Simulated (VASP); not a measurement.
Hf3WO9: single point with PBE

Hf3WO9:

```xyz
26
Lattice="7.0355 0.0129 -0.0287 0.0129 7.0793 -0.1266 -0.0287 -0.1266 7.1703" Properties=species:S:1:pos:R:3 pbc="T T T"
W     1.4167    0.8224    0.2693
W     3.5352    5.5498    4.4560
O     4.7818    1.4899    1.9020
O     5.5189    2.2195    6.4709
O     0.1711    4.3328   -0.2277
O     4.8595    5.1306    5.6637
O     0.3944    0.7389    6.0275
O     2.9934    1.4830    7.0442
O     2.1927    6.3379    0.5117
O     6.9528    5.7095    3.8168
O     1.4201    2.6128    1.3075
O     4.6247    0.0082    4.4138
O     2.2716    6.6240    5.0226
O     0.3144    0.5559    1.7248
O     7.0129    2.4548    3.8750
O     2.8872    5.0110    2.8891
O     2.5101    1.5517    3.6928
O     4.5619    3.1848    4.0224
O     4.6025    4.0191    1.3251
O     2.5202    3.9905    5.5972
Hf    4.0508    1.7397    5.2637
Hf    2.0873    4.4219    0.2510
Hf    6.2035    2.7621    1.1614
Hf    0.6555    0.5248    3.7526
Hf    3.4369    2.7430    2.3283
Hf    6.3798    4.0698    5.0394
```

```json
{"Program": "VASP 6.6.1", "Task": "single point", "Functional": "PBE", "Potentials or basis": "VASP PAW PBE potentials, release 64 (W_sv, O, Hf_pv)", "Cutoff": "520 eV", "k mesh": "1 × 1 × 1", "Occupations": "fermi-dirac, width 0.05 eV", "Spin": "no spin polarisation"}
```

```json
{"Pressure": "4.3 GPa", "Largest force": "2.696 eV/Å"}
```

Forces in eV/Å, atoms in the order of the input:
```
W    1.198  0.378  0.263
W    0.930 -0.083  0.715
O    1.540  0.357 -0.485
O    0.405  0.768  0.190
O    0.293 -0.130  0.771
O    0.260 -0.667  1.387
O   -0.622  0.003 -1.214
O    0.629  1.019 -0.742
O    0.676 -1.800  0.357
O    0.240 -1.035  0.932
O    0.163  1.868 -0.261
O   -0.186  0.678 -0.639
O   -1.288  0.484  0.448
O   -0.827  0.225  0.552
O   -0.244 -0.429 -0.287
O   -0.723 -0.982 -1.755
O   -0.640 -0.506  0.223
O    0.059  1.515  0.077
O    0.776 -0.319 -0.726
O    0.374  0.304  0.280
Hf  -1.041 -1.440 -0.417
Hf  -0.198 -0.359 -1.076
Hf  -2.684  0.239 -0.059
Hf  -0.535  0.547  1.807
Hf   0.066 -0.698  1.469
Hf   1.379  0.062 -1.813
```

Stress tensor (GPa, compression positive):
```
 6.49 -7.24 -3.68
-7.24  1.86 -0.69
-3.68 -0.69  4.56
```

Levels at points of the mesh, in eV from the Fermi level:
| k point | band 96 | band 97 | band 98 | band 99 | band 100 | band 101 |
| --- | --- | --- | --- | --- | --- | --- |
| (0.00, 0.00, 0.00) | -1.50 | -1.26 | -1.01 | 1.01 | 1.70 | 2.14 |

Run time: 71 s on 1 thread of AMD EPYC 7R13 Processor (Zen 3), with other jobs on the host, peak memory 0.35 GiB.

Caveat: the k points lie up to 0.89 Å⁻¹ apart, too coarse for converged energies, forces and pressures; the atoms stand as in a frame of molecular dynamics; spin-orbit coupling is left out, which moves the levels of the heavy elements.
